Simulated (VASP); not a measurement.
# Be (P-62m) in VASP: notebook

Runs on Be. Level: PBE. Tasks: single point.

All numbers are computed with VASP 6.6.1; they aren't measurements. Logs are shortened: lines on timing, memory, paths and dates and some standing lists are left out, and cuts for length are marked.

## 1. The cell of the first run

It takes space group P-62m (No. 189, hexagonal). The conventional cell has a = 4.845 Å, b = 4.845 Å, c = 2.657 Å, α = 90.00°, β = 90.00°, γ = 120.00°. Be (site symmetry m2m) has 8 Be at 2.66 to 2.85 Å within 3.5 Å.

## 2. Single point, PBE (Sr replaced by Be, lengths x 0.695, strained)

The input, INCAR:

```
PREC = Accurate
ENCUT = 520
EDIFF = 1E-6
ISMEAR = 0
SIGMA = 0.1
LREAL = F
LASPH = T
NELM = 100
ALGO = Normal
ISIF = 2
LWAVE = F
LCHARG = T
GGA = PE
LELF = T
LVHAR = T
NBANDS = 10
```

The input, KPOINTS:

```
regular mesh
0
Gamma
  6 6 6
```

The input, POSCAR:

```
Be
1.0
    4.8445683319      0.0000000000      0.0000000000
   -2.4222841659      4.1955192458      0.0000000000
    0.0000000000      0.0000000000      2.6565754626
Be
3
Direct
    0.0000000000      0.6799356637      0.0000000000
    0.3200643363      0.3200643363      0.0000000000
    0.6799356637      0.0000000000      0.0000000000
```

Potentials or basis: VASP PAW PBE potentials, release 64 (Be).

Started as:

```console
$ cat potpaw_PBE.64/Be/POTCAR > POTCAR
$ mpirun -np 1 vasp_std > vasp.out
```

OUTCAR:

```text
PREC = Accurate
   ENCUT = 520
   EDIFF = 1E-6
   ISMEAR = 0
   LREAL = F
   LASPH = T
   NELM = 100
   ISIF = 2
   GGA = PE

 ion  position               nearest neighbor table
   1  0.000  0.680  0.000-
   2  0.320  0.320  0.000-
   3  0.680  0.000  0.000-

  LATTYP: Found a hexagonal cell.
 ALAT       =     4.8445683319
 C/A-ratio  =     0.5483616456

  Lattice vectors:

 A1 = (   4.8445683319,   0.0000000000,   0.0000000000)
 A2 = (  -2.4222841659,   4.1955192458,   0.0000000000)
 A3 = (   0.0000000000,   0.0000000000,   2.6565754626)

Analysis of symmetry for initial positions (statically):
=====================================================================
 Subroutine PRICEL returns:
 Original cell was already a primitive cell.

 Routine SETGRP: Setting up the symmetry group for a
 hexagonal supercell.

 Subroutine GETGRP returns: Found 12 space group operations
 (whereof 12 operations were pure point group operations)
 out of a pool of 24 trial point group operations.

The static configuration has the point symmetry D_3h.

Analysis of symmetry for dynamics (positions and initial velocities):
=====================================================================
 Subroutine PRICEL returns:
 Original cell was already a primitive cell.

 Routine SETGRP: Setting up the symmetry group for a
 hexagonal supercell.

 Subroutine GETGRP returns: Found 12 space group operations
 (whereof 12 operations were pure point group operations)
 out of a pool of 24 trial point group operations.

The dynamic configuration has the point symmetry D_3h.

 Subroutine INISYM returns: Found 12 space group operations
 (whereof 12 operations are pure point group operations),
 and found     1 'primitive' translations

----------------------------------------------------------------------------------------

                                     Primitive cell

  volume of cell :      53.9962

  direct lattice vectors                    reciprocal lattice vectors
     4.844568332  0.000000000  0.000000000     0.206416740  0.119174760  0.000000000
    -2.422284166  4.195519246  0.000000000     0.000000000  0.238349520  0.000000000
     0.000000000  0.000000000  2.656575463     0.000000000  0.000000000  0.376424466

  length of vectors
     4.844568332  4.844568332  2.656575463     0.238349520  0.238349520  0.376424466

  position of ions in fractional coordinates (direct lattice)
     0.000000000  0.679935664  0.000000000
     0.320064336  0.320064336  0.000000000
     0.679935664  0.000000000  0.000000000

  ion indices of the primitive-cell ions
   primitive index   ion index
                 1           1
                 2           2
                 3           3

----------------------------------------------------------------------------------------

 KPOINTS: regular mesh

Automatic generation of k-mesh.
 Grid dimensions read from file:
 generate k-points for:    6    6    6

 Generating k-lattice:

  Cartesian coordinates                     Fractional coordinates (reciprocal lattice)
     0.034402790  0.019862460  0.000000000     0.166666667 -0.000000000  0.000000000
     0.000000000  0.039724920  0.000000000     0.000000000  0.166666667  0.000000000
     0.000000000  0.000000000  0.062737411     0.000000000  0.000000000  0.166666667

  Length of vectors
     0.039724920  0.039724920  0.062737411

  Shift w.r.t. Gamma in fractional coordinates (k-lattice)
     0.000000000  0.000000000  0.000000000

 Subroutine IBZKPT returns following result:
 ===========================================

 Found     28 irreducible k-points:

 Following reciprocal coordinates:
            Coordinates               Weight
  0.000000  0.000000  0.000000      1.000000
  0.166667  0.000000  0.000000      6.000000
  0.333333  0.000000  0.000000      6.000000
  0.500000  0.000000  0.000000      3.000000
  0.166667  0.166667  0.000000      6.000000
  0.333333  0.166667  0.000000     12.000000
[... 16 lines left out ...]
  0.166667  0.000000  0.500000      6.000000
  0.333333  0.000000  0.500000      6.000000
 [... further k-points ...]
   k-points           NKPTS =     28   k-points in BZ     NKDIM =     28   number of bands    NBANDS=     10
   number of dos      NEDOS =    301   number of ions     NIONS =      3
   total plane-waves  NPLWV =  25920
   dimension x,y,z NGX =    36 NGY =   36 NGZ =   20
   dimension x,y,z NGXF=    72 NGYF=   72 NGZF=   40
   ions per type =               3
   NGX,Y,Z   is equivalent  to a cutoff of  12.35, 12.35, 12.52 a.u.
   NGXF,Y,Z  is equivalent  to a cutoff of  24.71, 24.71, 25.03 a.u.
 SYSTEM =  unknown system
   PREC   = accura    normal or accurate (medium, high low for compatibility)
   ISTART =      0    job   : 0-new  1-cont  2-samecut
   ICHARG =      2    charge: 1-file 2-atom 10-const
   ISPIN  =      1    spin polarized calculation?
   LNONCOLLINEAR =      F non collinear calculations
   LSORBIT =      F    spin-orbit coupling
   LASPH  =      T    aspherical Exc in radial PAW
   ENCUT  =  520.0 eV  38.22 Ry    6.18 a.u.   9.01  9.01  4.94*2*pi/ulx,y,z
   NELM   =    100;   NELMIN=  2; NELMDL= -5     # of ELM steps
   EDIFF  = 0.1E-05   stopping-criterion for ELM
   LREAL  =      F    real-space projection
   EDIFFG = 0.1E-04   stopping-criterion for IOM
   NSW    =      0    number of steps for IOM
   IBRION =     -1    ionic relax: 0-MD 1-quasi-New 2-CG
   NFREE  =      0    steps in history (QN), initial steepest desc. (CG)
   ISIF   =      2    stress and relaxation
   ISYM   =      2    0-nonsym 1-usesym 2-fastsym
   POTIM  = 0.5000    time-step for ionic-motion
   TEBEG  =    0.0;   TEEND  =   0.0 temperature during run
   PSTRESS=    0.0 pullay stress
   NELECT =       6.0000    total number of electrons
   NUPDOWN=      -1.0000    fix difference up-down
   EMIN   =  10.00;   EMAX   =-10.00  energy-range for DOS
   EFERMI =   0.00;   METHOD = LEGACY
   ISMEAR =     0;   SIGMA  =   0.10  broadening in eV -4-tet -1-fermi 0-gaus
   EFERMI_NEDOS =   21; number of points for ismear=-14 and -15
   IALGO  =     38    algorithm
   IMIX   =      4    mixing-type and parameters
     AMIX     =   0.40;   BMIX     =  1.00
     AMIX_MAG =   1.60;   BMIX_MAG =  1.00
  volume/ion in A,a.u.               =      18.00       121.46
  Fermi-wavevector in a.u.,A,eV,Ry     =   0.787054  1.487315  8.428173  0.619453
  Thomas-Fermi vector in A             =   1.891716
   LORBIT       =      0    0 simple, 1 ext, 2 COOP (PROOUT), +10 PAW based schemes
   GGA     = PE    functional components
   LHFCALC =     F    Hartree Fock is set to
   AEXX    =    0.0000 exact exchange contribution
   IVDW    =     0    specifies the selected vdW correction
   LEPSILON=     F    determine dielectric tensor
   LRPA    =     F    only Hartree local field effects (RPA)
 non-spin polarized calculation
 Gauss-broadening in eV      SIGMA  =   0.10
  energy-cutoff  :      520.00
  volume of cell :       54.00
 maximum number of plane-waves:      1470
 NGX is ok and might be reduce to    36
   NGX = 17   NGY = 17   NGZ =  9

 number of electron       6.0000000 magnetization

 Free energy of the ion-electron system (eV)
  ---------------------------------------------------
  ext. energy  EPLUGINS =         0.00000000
  ---------------------------------------------------
  free energy    TOTEN  =        -6.76050367 eV

  energy without entropy =       -6.75136418  energy(sigma->0) =       -6.75593393

 E-fermi :   1.4993     XC(G=0):  -8.1581

 val. band max:        1.4598883231   @ k =   0.3333   0.3333   0.5000
 cond. band min:       1.5358060910   @ k =   0.3333   0.1667   0.5000
 fundamental gap:      0.0759177679
 Fermi energy:         1.4992563669

 k-point     1 :       0.0000    0.0000    0.0000
  band No.  band energies     occupation
      1      -5.4925      2.00000
      2       1.0785      2.00000
      3       1.4163      1.75914
      4       1.4163      1.75914
      5       1.7839      0.00006
      6       2.3340      0.00000
      7       2.3340      0.00000
      8      10.0417      0.00000
      9      11.5724      0.00000
     10      11.5724      0.00000

 k-point     2 :       0.1667    0.0000    0.0000
  band No.  band energies     occupation
      1      -5.2922      2.00000
      2      -0.5479      2.00000
      3       0.3209      2.00000
      4       1.1599      2.00000
      5       2.9649      0.00000
      6       3.2719      0.00000
      7       4.2660      0.00000
      8      10.2090      0.00000
      9      10.5115      0.00000
     10      11.0490      0.00000

 k-point     3 :       0.3333    0.0000    0.0000
  band No.  band energies     occupation
      1      -4.6931      2.00000
      2      -2.2942      2.00000
      3      -0.3643      2.00000
      4       0.6833      2.00000
      5       4.7271      0.00000
      6       4.8817      0.00000
      7       6.8309      0.00000
      8       8.5604      0.00000
      9       9.4076      0.00000
     10      10.6885      0.00000

 k-point     4 :       0.5000    0.0000    0.0000
  band No.  band energies     occupation
      1      -3.8008      2.00000
      2      -3.5763      2.00000
      3      -0.5915      2.00000
      4       0.5195      2.00000
      5       6.2682      0.00000
      6       6.6158      0.00000
      7       7.0189      0.00000
      8       7.3449      0.00000
      9       8.4939      0.00000
     10      11.2915      0.00000
[... 222 lines left out ...]
 k-point    22 :       0.0000    0.0000    0.5000
  band No.  band energies     occupation
      1      -1.1169      2.00000
      2      -0.8795      2.00000
      3       3.8757      0.00000
      4       3.8757      0.00000
      5       4.0642      0.00000
      6       4.4512      0.00000
      7       4.4512      0.00000
      8       4.8751      0.00000
      9       7.9426      0.00000
     10       7.9426      0.00000

 k-point    23 :       0.1667    0.0000    0.5000
  band No.  band energies     occupation
      1      -0.9030      2.00000
      2      -0.7152      2.00000
      3       2.9792      0.00000
      4       3.3494      0.00000
      5       3.4404      0.00000
      6       3.5947      0.00000
      7       5.3128      0.00000
      8       6.0244      0.00000
      9       8.2881      0.00000
     10       8.4692      0.00000

 k-point    24 :       0.3333    0.0000    0.5000
  band No.  band energies     occupation
      1      -0.2711      2.00000
      2      -0.2265      2.00000
      3       1.6926      0.00624
      4       2.0778      0.00000
      5       2.7463      0.00000
      6       3.2113      0.00000
      7       5.5950      0.00000
      8       7.7419      0.00000
      9       8.0523      0.00000
     10       9.0718      0.00000

 [... further k-points ...]

------------------------ aborting loop because EDIFF is reached ----------------------------------------

  FORCE on cell =-STRESS in cart. coord.  units (eV):
  Direction    XX          YY          ZZ          XY          YZ          ZX
  --------------------------------------------------------------------------------------
  -------------------------------------------------------------------------------------
  Total       -7.6031649     -7.6031649     -3.6997558     -0.0000000     -0.0000000      0.0000000
  in kB     -225.6015259   -225.6015259   -109.7793576     -0.0000000     -0.0000000      0.0000000
  external PRESSURE =    -186.9941365 kB  Pullay stress =       0.0000000 kB

 VOLUME and BASIS-vectors are now :
 -----------------------------------------------------------------------------
  energy-cutoff  :      520.00
  volume of cell :       54.00
      direct lattice vectors                 reciprocal lattice vectors
     4.844568332  0.000000000  0.000000000     0.206416740  0.119174760  0.000000000
    -2.422284166  4.195519246  0.000000000     0.000000000  0.238349520  0.000000000
     0.000000000  0.000000000  2.656575463     0.000000000  0.000000000  0.376424466

 POSITION                                       TOTAL-FORCE (eV/Angst)
 -----------------------------------------------------------------------------------
     -1.64700      2.85268      0.00000        -0.038731      0.067084      0.000000
      0.77529      1.34284      0.00000        -0.038731     -0.067084     -0.000000
      3.29399      0.00000      0.00000         0.077462     -0.000000     -0.000000
 -----------------------------------------------------------------------------------
    total drift:                               -0.000000     -0.000000      0.000000

  FREE ENERGIE OF THE ION-ELECTRON SYSTEM (eV)
  ---------------------------------------------------
  free  energy   TOTEN  =        -6.7605036663 eV

  energy  without entropy=       -6.7513641838  energy(sigma->0) =       -6.75593393
```

Run time: 22 s. Hardware: 1 thread of Oxide Virtual Turin-like, shared host; peak memory 0.12 GiB.

Results:

| Quantity | Value |
| --- | --- |
| Free energy | -6.7605 eV |
| Pressure | -18.7 GPa |
| Largest force | 0.077 eV/Å |
| Band gap on the k mesh | zero (bands 3 and 4 overlap by 3.36 eV) |

Forces on the atoms (eV/Å):
```
Be  -0.039  0.067  0.000
Be  -0.039 -0.067  0.000
Be   0.077  0.000  0.000
```

Stress tensor (GPa, compression positive):
```
-22.56   0.00   0.00
  0.00 -22.56   0.00
  0.00   0.00 -10.98
```

Caveat: the k points lie up to 0.39 Å⁻¹ apart, too coarse for converged energies and pressures of a metal; the cell differs from its parent crystal (Sr replaced by Be, lengths x 0.695, strained).

## 3. Single point, PBE (Sr replaced by Be, lengths x 0.695, strained)

The input, INCAR:

```
SYSTEM = Be
  PREC = Accurate
  ENCUT = 520
  EDIFF = 1E-7
  ISMEAR = 0
  SIGMA = 0.1
  LREAL = .FALSE.
  LASPH = .TRUE.
  NELM = 60
  ALGO = Normal
  ISIF = 2
  LWAVE = .FALSE.
  LCHARG = .FALSE.
  GGA = PE
  NBANDS = 10
```

The input, KPOINTS:

```
regular mesh
0
G
  12 12 16
  0 0 0
```

POSCAR is that of step 2.

Potentials or basis: VASP PAW PBE potentials, release 64 (Be).

Started as:

```console
$ cat potpaw_PBE.64/Be/POTCAR > POTCAR
$ mpirun -np 1 vasp_std > vasp.out
```

Run time: 81 s. Hardware: 1 thread of Oxide Virtual Turin-like, shared host; peak memory 0.18 GiB.

The run converged. Its results:

```
Free energy            : -6.7060 eV
Pressure               : -18.7 GPa
Largest force          : 0.063 eV/Å
Band gap on the k mesh : zero (bands 3 and 4 overlap by 3.36 eV)
```

Forces on the atoms (eV/Å):
```
Be  -0.031  0.054  0.000
Be  -0.031 -0.054  0.000
Be   0.063  0.000  0.000
```

Stress tensor (GPa, compression positive):
```
-22.28   0.00   0.00
  0.00 -22.28   0.00
  0.00   0.00 -11.47
```

Levels at points of the mesh, in eV from the Fermi level:
```csv
k point,band 1,band 2,band 3,band 4,band 5,band 6,band 7,band 8
"(0.00, 0.00, 0.00)",-6.99,-0.42,-0.08,-0.08,0.29,0.84,0.84,8.54
"(0.50, 0.00, 0.00)",-5.30,-5.07,-2.09,-0.98,4.77,5.12,5.52,5.84
"(0.00, 0.00, 0.50)",-2.62,-2.38,2.38,2.38,2.56,2.95,2.95,3.38
"(0.50, 0.00, 0.50)",-1.03,-0.88,-0.80,-0.60,1.02,1.56,4.12,6.32
```

Caveat: the cell differs from its parent crystal (Sr replaced by Be, lengths x 0.695, strained); the stress differs along the axes, from -22 to -11 GPa.

The gap in the log of VASP goes by the Fermi energy; the results here count the filled bands.